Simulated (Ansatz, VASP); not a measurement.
# Two plane-wave programs on TaCo3

INCAR

```
SYSTEM = TaCo3
PREC = Accurate
ENCUT = 520
EDIFF = 1E-6
ISMEAR = -1
SIGMA = 0.08
LREAL = .False.
LASPH = .True.
NELM = 150
ALGO = Normal
ISIF = 2
LWAVE = .False.
LCHARG = .False.
ISPIN = 2
MAGMOM = 0 2 2 2
LORBIT = 11
LMAXMIX = 4
NBANDS = 31
```

The input KPOINTS:

```
Automatic mesh
0
Gamma
  9 9 9
  0 0 0
```

The input POSCAR:

```
TaCo3
1.0
    3.8999569489      0.0000000000      0.0000000000
    0.0000000000      3.8999569489      0.0000000000
    0.0000000000      0.0000000000      3.8999569489
Ta Co
1 3
Direct
    0.0000000000      0.0000000000      0.0000000000
    0.0000000000      0.5000000000      0.5000000000
    0.5000000000      0.0000000000      0.5000000000
    0.5000000000      0.5000000000      0.0000000000
```

Input for Ansatz:

```yaml
crystal:
  lattice:
    - [3.8999569489, 0.0, 0.0]
    - [0.0, 3.8999569489, 0.0]
    - [0.0, 0.0, 3.8999569489]
  atoms:
    - { symbol: Ta, position: [0.0, 0.0, 0.0] }
    - { symbol: Co, position: [0.0, 0.5, 0.5], spin: 2.0 }
    - { symbol: Co, position: [0.5, 0.0, 0.5], spin: 2.0 }
    - { symbol: Co, position: [0.5, 0.5, 0.0], spin: 2.0 }
magnetization:
  spin_polarized: true
kpoints:
  mp_grid: { grid: [9, 9, 9] }
scf:
  occupations: { method: fermi_dirac, width: 0.08 }
  lower_state_search: "off"
hamiltonian:
  xc: lda
  pseudopotentials: { kind: paw }
output:
  forces: true
  stress: true
  eigenvalues: true
  populations: true
```

Change from the starting cell: volume scaled by 1.2, PAW files.

Alike in both runs: task single point; functional LDA; k mesh 9 × 9 × 9; occupations fermi-dirac, width 0.08 eV; collinear spin.

```csv
,VASP,Ansatz
version,VASP 6.6.1,Ansatz 0.2.0
potentials or method,"VASP PAW LDA potentials, release 64 (Ta_pv, Co)","PAW with Ansatz's default frozen-core files, scalar-relativistic"
plane-wave cutoff (eV),520,420
valence electrons in the cell,38,64
```

VASP gave:

- pressure (GPa): -41.6
- net moment per atom (μB): 0.44
- size of the moment on the site where the two differ most (μB): 0.72

Q: Which values does Ansatz return?

A: Pressure (GPa): -41.8; net moment per atom (μB): 0.45; size of the moment on the site where the two differ most (μB): 0.77.

LDA's correlation is that of Perdew and Zunger in VASP and of Perdew and Wang (1992) in Ansatz. Site moments also hang on the region over which each program counts them. Both programs put the cell under strong tension, so it lies far from rest at this level. VASP's potentials hold 38 valence electrons a cell and Ansatz's 64, so a difference there can come from the potentials and not from the codes.

Neither program's run includes spin-orbit coupling. Noted on VASP's run: the cell as given lies far from equilibrium.
